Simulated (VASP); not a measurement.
# Ho (Im-3m) in VASP: single point with PBE

Aim: the single point of Ho with PBE.

All numbers are computed with VASP 6.6.1; they aren't measurements. Logs are shortened: lines on timing, memory, paths and dates and some standing lists are left out, and cuts for length are marked.

**1. The cell of the first run**

It takes space group Im-3m (No. 229, cubic). The conventional cell has a = 4.115 Å, b = 4.115 Å, c = 4.115 Å, α = 90.00°, β = 90.00°, γ = 90.00°. Ho (site symmetry m-3m) has 14 Ho at 3.56 to 4.12 Å within 4.7 Å.

**2. Single point, PBE, collinear spin, ferromagnetic start**

INCAR

```
PREC = Accurate ; ENCUT = 520
EDIFF = 1E-7 ; ISMEAR = 0
SIGMA = 0.05 ; LREAL = F
LASPH = T ; NELM = 150
ALGO = Normal ; ISIF = 2
LWAVE = F ; LCHARG = F
ISPIN = 2 ; MAGMOM = 3.71
LORBIT = 11 ; LMAXMIX = 6
GGA = PE ; NBANDS = 20
```

KPOINTS

```
regular mesh
0
Gamma
  16 16 16
```

POSCAR

```
Ho
1.0
   -2.0576157554      2.0576157554      2.0576157554
    2.0576157554     -2.0576157554      2.0576157554
    2.0576157554      2.0576157554     -2.0576157554
Ho
1
Direct
    0.0000000000      0.0000000000      0.0000000000
```

Potentials or basis: VASP PAW PBE potentials, release 64 (Ho).

Command:

```bash
> cat potpaw_PBE.64/Ho/POTCAR > POTCAR
> mpirun -np 1 vasp_std > vasp.out
```

OUTCAR:

```text
PREC = Accurate
   ENCUT = 520
   EDIFF = 1E-7
   ISMEAR = 0
   LREAL = F
   LASPH = T
   NELM = 150
   ISIF = 2
   ISPIN = 2
   LORBIT = 11
   GGA = PE

 ion  position               nearest neighbor table
   1  0.000  0.000  0.000-

  LATTYP: Found a body centered cubic cell.
 ALAT       =     4.1152315108

  Lattice vectors:

 A1 = (  -2.0576157554,   2.0576157554,   2.0576157554)
 A2 = (   2.0576157554,  -2.0576157554,   2.0576157554)
 A3 = (   2.0576157554,   2.0576157554,  -2.0576157554)

Analysis of symmetry for initial positions (statically):
=====================================================================
 Subroutine PRICEL returns:
 Original cell was already a primitive cell.

 Routine SETGRP: Setting up the symmetry group for a
 body centered cubic supercell.

 Subroutine GETGRP returns: Found 48 space group operations
 (whereof 48 operations were pure point group operations)
 out of a pool of 48 trial point group operations.

The static configuration has the point symmetry O_h .

Analysis of symmetry for dynamics (positions and initial velocities):
=====================================================================
 Subroutine PRICEL returns:
 Original cell was already a primitive cell.

 Routine SETGRP: Setting up the symmetry group for a
 body centered cubic supercell.

 Subroutine GETGRP returns: Found 48 space group operations
 (whereof 48 operations were pure point group operations)
 out of a pool of 48 trial point group operations.

The dynamic configuration has the point symmetry O_h .

Analysis of structural, dynamic, and magnetic symmetry:
=====================================================================
 Subroutine PRICEL returns:
 Original cell was already a primitive cell.

 Routine SETGRP: Setting up the symmetry group for a
 body centered cubic supercell.

 Subroutine GETGRP returns: Found 48 space group operations
 (whereof 48 operations were pure point group operations)
 out of a pool of 48 trial point group operations.

The overall configuration has the point symmetry O_h .

 Subroutine INISYM returns: Found 48 space group operations
 (whereof 48 operations are pure point group operations),
 and found     1 'primitive' translations

----------------------------------------------------------------------------------------

                                     Primitive cell

  volume of cell :      34.8460

  direct lattice vectors                    reciprocal lattice vectors
    -2.057615755  2.057615755  2.057615755     0.000000000  0.242999695  0.242999695
     2.057615755 -2.057615755  2.057615755     0.242999695  0.000000000  0.242999695
     2.057615755  2.057615755 -2.057615755     0.242999695  0.242999695  0.000000000

  length of vectors
     3.563895031  3.563895031  3.563895031     0.343653464  0.343653464  0.343653464

  position of ions in fractional coordinates (direct lattice)
     0.000000000  0.000000000  0.000000000

  ion indices of the primitive-cell ions
   primitive index   ion index
                 1           1

----------------------------------------------------------------------------------------

 KPOINTS: regular mesh

Automatic generation of k-mesh.
 Grid dimensions read from file:
 generate k-points for:   16   16   16

 Generating k-lattice:

  Cartesian coordinates                     Fractional coordinates (reciprocal lattice)
     0.000000000  0.015187481  0.015187481     0.062500000  0.000000000  0.000000000
     0.015187481  0.000000000  0.015187481     0.000000000  0.062500000  0.000000000
     0.015187481  0.015187481  0.000000000     0.000000000  0.000000000  0.062500000

  Length of vectors
     0.021478341  0.021478341  0.021478341

  Shift w.r.t. Gamma in fractional coordinates (k-lattice)
     0.000000000  0.000000000  0.000000000

 Subroutine IBZKPT returns following result:
 ===========================================

 Found    145 irreducible k-points:

 Following reciprocal coordinates:
            Coordinates               Weight
  0.000000  0.000000  0.000000      1.000000
  0.062500  0.000000  0.000000     12.000000
  0.125000  0.000000  0.000000     12.000000
  0.187500  0.000000  0.000000     12.000000
  0.250000  0.000000  0.000000     12.000000
  0.312500  0.000000  0.000000     12.000000
[... 16 lines left out ...]
  0.187500  0.187500  0.000000     24.000000
  0.250000  0.187500  0.000000     48.000000
 [... further k-points ...]
   k-points           NKPTS =    145   k-points in BZ     NKDIM =    145   number of bands    NBANDS=     20
   number of dos      NEDOS =    301   number of ions     NIONS =      1
   total plane-waves  NPLWV =  21952
   dimension x,y,z NGX =    28 NGY =   28 NGZ =   28
   dimension x,y,z NGXF=    56 NGYF=   56 NGZF=   56
   ions per type =               1
   NGX,Y,Z   is equivalent  to a cutoff of  13.06, 13.06, 13.06 a.u.
   NGXF,Y,Z  is equivalent  to a cutoff of  26.12, 26.12, 26.12 a.u.
 SYSTEM =  unknown system
   PREC   = accura    normal or accurate (medium, high low for compatibility)
   ISTART =      0    job   : 0-new  1-cont  2-samecut
   ICHARG =      2    charge: 1-file 2-atom 10-const
   ISPIN  =      2    spin polarized calculation?
   LNONCOLLINEAR =      F non collinear calculations
   LSORBIT =      F    spin-orbit coupling
   LASPH  =      T    aspherical Exc in radial PAW
   ENCUT  =  520.0 eV  38.22 Ry    6.18 a.u.   6.63  6.63  6.63*2*pi/ulx,y,z
   NELM   =    150;   NELMIN=  2; NELMDL= -5     # of ELM steps
   EDIFF  = 0.1E-06   stopping-criterion for ELM
   LREAL  =      F    real-space projection
   EDIFFG = 0.1E-05   stopping-criterion for IOM
   NSW    =      0    number of steps for IOM
   IBRION =     -1    ionic relax: 0-MD 1-quasi-New 2-CG
   NFREE  =      0    steps in history (QN), initial steepest desc. (CG)
   ISIF   =      2    stress and relaxation
   ISYM   =      2    0-nonsym 1-usesym 2-fastsym
   POTIM  = 0.5000    time-step for ionic-motion
   TEBEG  =    0.0;   TEEND  =   0.0 temperature during run
   PSTRESS=    0.0 pullay stress
   NELECT =      21.0000    total number of electrons
   NUPDOWN=      -1.0000    fix difference up-down
   EMIN   =  10.00;   EMAX   =-10.00  energy-range for DOS
   EFERMI =   0.00;   METHOD = LEGACY
   ISMEAR =     0;   SIGMA  =   0.05  broadening in eV -4-tet -1-fermi 0-gaus
   EFERMI_NEDOS =   21; number of points for ismear=-14 and -15
   IALGO  =     38    algorithm
   IMIX   =      4    mixing-type and parameters
     AMIX     =   0.40;   BMIX     =  1.00
     AMIX_MAG =   1.60;   BMIX_MAG =  1.00
  volume/ion in A,a.u.               =      34.85       235.15
  Fermi-wavevector in a.u.,A,eV,Ry     =   1.382814  2.613139 26.016701  1.912174
  Thomas-Fermi vector in A             =   2.507470
   LORBIT       =     11    0 simple, 1 ext, 2 COOP (PROOUT), +10 PAW based schemes
   GGA     = PE    functional components
   LHFCALC =     F    Hartree Fock is set to
   AEXX    =    0.0000 exact exchange contribution
   IVDW    =     0    specifies the selected vdW correction
   LEPSILON=     F    determine dielectric tensor
   LRPA    =     F    only Hartree local field effects (RPA)
 spin polarized calculation
 Gauss-broadening in eV      SIGMA  =   0.05
  energy-cutoff  :      520.00
  volume of cell :       34.85
 maximum number of plane-waves:       962
   NGX = 13   NGY = 13   NGZ = 13

 number of electron      21.0000022 magnetization       3.6993921

 Free energy of the ion-electron system (eV)
  ---------------------------------------------------
  ext. energy  EPLUGINS =         0.00000000
  ---------------------------------------------------
  free energy    TOTEN  =        -6.40511045 eV

  energy without entropy =       -6.38590151  energy(sigma->0) =       -6.39550598

 E-fermi :   2.3503     XC(G=0):  -9.6497

 val. band max:        2.3500953600   @ k =  -0.4375   0.4375   0.4375
 cond. band min:       2.3503679216   @ k =   0.5000   0.5000   0.1250
 fundamental gap:      0.0002725616
 Fermi energy:         2.3502784909

 spin component 1

 k-point     1 :       0.0000    0.0000    0.0000
  band No.  band energies     occupation
      1     -46.2786      1.00000
      2     -21.0148      1.00000
      3     -21.0148      1.00000
      4     -21.0148      1.00000
      5      -2.8953      1.00000
      6      -1.0577      1.00000
[... 12 lines left out ...]
     19      12.8107      0.00000
     20      12.8107      0.00000

 k-point     2 :       0.0625    0.0000    0.0000
  band No.  band energies     occupation
      1     -46.2774      1.00000
      2     -21.0335      1.00000
      3     -21.0207      1.00000
      4     -21.0148      1.00000
      5      -2.7932      1.00000
      6      -1.0618      1.00000
[... 12 lines left out ...]
     19      13.0051      0.00000
     20      13.1105      0.00000
[... 465 lines left out ...]
      3     -21.1267      1.00000
      4     -21.0482      1.00000
      5      -1.1389      1.00000
      6      -1.0323      1.00000
[... 12 lines left out ...]
     19      13.5618      0.00000
     20      13.9271      0.00000

 k-point    24 :       0.2500    0.1875    0.0000
  band No.  band energies     occupation
      1     -46.2491      1.00000
      2     -21.3804      1.00000
      3     -21.1657      1.00000
      4     -21.0542      1.00000
      5      -1.1474      1.00000
      6      -1.0397      1.00000
[... 12 lines left out ...]
     19      12.7297      0.00000
     20      13.4510      0.00000

 [... further k-points ...]

 spin component 2

 k-point     1 :       0.0000    0.0000    0.0000
  band No.  band energies     occupation
      1     -44.6820      1.00000
      2     -19.8513      1.00000
      3     -19.8513      1.00000
      4     -19.8513      1.00000
      5      -2.6083      1.00000
      6       1.3449      1.00000
[... 12 lines left out ...]
     19      13.0365      0.00000
     20      13.0365      0.00000

 k-point     2 :       0.0625    0.0000    0.0000
  band No.  band energies     occupation
      1     -44.6806      1.00000
      2     -19.8724      1.00000
      3     -19.8578      1.00000
      4     -19.8514      1.00000
      5      -2.5039      1.00000
      6       1.3456      1.00000
[... 12 lines left out ...]
     19      13.2349      0.00000
     20      13.3598      0.00000
[... 465 lines left out ...]
      3     -19.9758      1.00000
      4     -19.8885      1.00000
      5      -0.2578      1.00000
      6       1.3624      1.00000
[... 12 lines left out ...]
     19      14.0293      0.00000
     20      14.3690      0.00000

 k-point    24 :       0.2500    0.1875    0.0000
  band No.  band energies     occupation
      1     -44.6485      1.00000
      2     -20.2601      1.00000
      3     -20.0192      1.00000
      4     -19.8953      1.00000
      5       0.3671      1.00000
      6       1.3751      1.00000
[... 12 lines left out ...]
     19      13.1665      0.00000
     20      13.9303      0.00000

 [... further k-points ...]
[... 5 lines left out ...]
  --------------------------------------------------------------------------------------
  -------------------------------------------------------------------------------------
  Total       -0.1122915     -0.1122915     -0.1122915      0.0000000      0.0000000     -0.0000000
  in kB       -5.1630307     -5.1630307     -5.1630307      0.0000000      0.0000000     -0.0000000
  external PRESSURE =      -5.1630307 kB  Pullay stress =       0.0000000 kB

 VOLUME and BASIS-vectors are now :
 -----------------------------------------------------------------------------
  energy-cutoff  :      520.00
  volume of cell :       34.85
      direct lattice vectors                 reciprocal lattice vectors
    -2.057615755  2.057615755  2.057615755     0.000000000  0.242999695  0.242999695
     2.057615755 -2.057615755  2.057615755     0.242999695  0.000000000  0.242999695
     2.057615755  2.057615755 -2.057615755     0.242999695  0.242999695  0.000000000

 POSITION                                       TOTAL-FORCE (eV/Angst)
 -----------------------------------------------------------------------------------
      0.00000      0.00000      0.00000        -0.000000      0.000000      0.000000
 -----------------------------------------------------------------------------------
    total drift:                               -0.000000     -0.000000     -0.000000

  FREE ENERGIE OF THE ION-ELECTRON SYSTEM (eV)
  ---------------------------------------------------
  free  energy   TOTEN  =        -6.4051104465 eV

  energy  without entropy=       -6.3859015060  energy(sigma->0) =       -6.39550598

 total charge

# of ion       s       p       d       f       tot
--------------------------------------------------
    1        2.116   5.710   0.367  10.315  18.509

 magnetization (x)

# of ion       s       p       d       f       tot
--------------------------------------------------
    1        0.003  -0.017   0.053   3.488   3.526
```

Wall time 4.1 min (1 thread of Intel Xeon Platinum 8488C (Sapphire Rapids), shared host); peak memory 0.31 GiB.

What came out:

```
Free energy                                           : -6.4051 eV
Pressure                                              : -0.5 GPa
Net moment                                            : 3.70 μB per cell
Site moments                                          : Ho +3.53 μB
Valence electrons inside the program's atomic spheres : Ho 18.51
```

Caveat: the magnetic or orbital state may not be the lowest; spin-orbit coupling is left out, which moves the levels of the heavy elements.
